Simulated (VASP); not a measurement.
## Pd: relaxation of cell and atoms with PBE

Pd:

```
Pd
1.0
     0.00000    1.97417    1.97417
     1.97417    0.00000    1.97417
     1.97417    1.97417    0.00000
Pd
1
Direct
  0.00000 0.00000 0.00000
```

```json
{"Program": "VASP 6.6.1", "Task": "relaxation of cell and atoms", "Functional": "PBE", "Potentials or basis": "VASP PAW PBE potentials, release 64 (Pd)", "Cutoff": "500 eV", "k mesh": "18 × 18 × 18", "Occupations": "gaussian, width 0.1 eV", "Spin": "no spin polarisation", "Dipole correction": "no", "Further INCAR settings": "ALGO = Normal; EDIFF = 1e-07; IBRION = 2; EDIFFG = -0.002; NSW = 100; ISIF = 3"}
```

The relaxed volume is 15.29 Å³/atom. The relaxed cell is a = 2.786 Å, b = 2.786 Å, c = 2.786 Å, α = 60.00°, β = 60.00°, γ = 60.00° and the space group after relaxing (to 0.05 Å) is Fm-3m (No. 225). The energy gained by relaxing is 0.3 meV/atom and the ionic steps are 3. The pressure after relaxing is 0.0 GPa. The band gap on the k mesh is zero (band 5 reaches 9.45 eV, above the bottom of band 6 at 7.96 eV).

The path:
```tsv
step	energy change (eV)	largest force (eV/Å)	pressure (GPa)	volume (Å³)
1	0.0000	0.0000	-1.02	15.39
2	0.0002	0.0000	1.37	15.17
3	-0.0003	0.0000	0.01	15.29
```

Final structure:
```xyz
1
Lattice="0.0000 1.9701 1.9701 1.9701 0.0000 1.9701 1.9701 1.9701 0.0000" Properties=species:S:1:pos:R:3 pbc="T T T"
Pd    0.0000    0.0000    0.0000
```

Levels at points of the mesh, in eV from the Fermi level:
| k point | band 3 | band 4 | band 5 | band 6 | band 7 | band 8 |
| --- | --- | --- | --- | --- | --- | --- |
| (0.00, 0.00, 0.00) | -2.67 | -2.67 | -1.16 | -1.16 | 17.17 | 21.75 |
| (0.50, 0.00, 0.00) | -2.72 | -0.02 | -0.02 | 1.10 | 7.04 | 16.52 |
| (0.50, 0.50, 0.00) | -0.05 | 0.27 | 0.27 | 3.36 | 10.41 | 13.02 |

Run time: 79 s on 1 thread of Intel Xeon 8259CL, on a shared host, peak memory 0.15 GiB.
